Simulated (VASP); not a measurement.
Runs of VASP 6.6.1 on W. The structure is that of space group Im-3m (No. 229), or close to it. The cells are those of the table. 

```tsv
cell	gap on the mesh (eV)	pressure (GPa)
a = 2.759 Å, angles 109.5°, 1 atom	none	(b)
a = 2.704 Å, angles 109.5°, 1 atom	none	20.8
a = 2.685 Å, angles 109.5°, 1 atom	none	29.4
a = 2.794 Å, angles 109.5°, 1 atom	none	-11.1
a = 2.722 Å, angles 109.5°, 1 atom	none	(a)
```

Alike in all rows: task single point; level PBE; potentials or basis VASP PAW PBE potentials, release 64 (W_sv); no spin polarisation; k mesh 13 × 13 × 13; cutoff (eV) 520; smearing fermi-dirac 0.05 eV.

**Question.** Estimate the missing entries.

**Answer.** (a) 13.0; (b) -0.4.

Caveats: spin-orbit coupling is left out, which moves the levels of the heavy elements.

A k mesh can miss the band edges, and the runs leave out spin-orbit coupling on W.

A gap of «none» marks levels without a gap at the run's occupations.
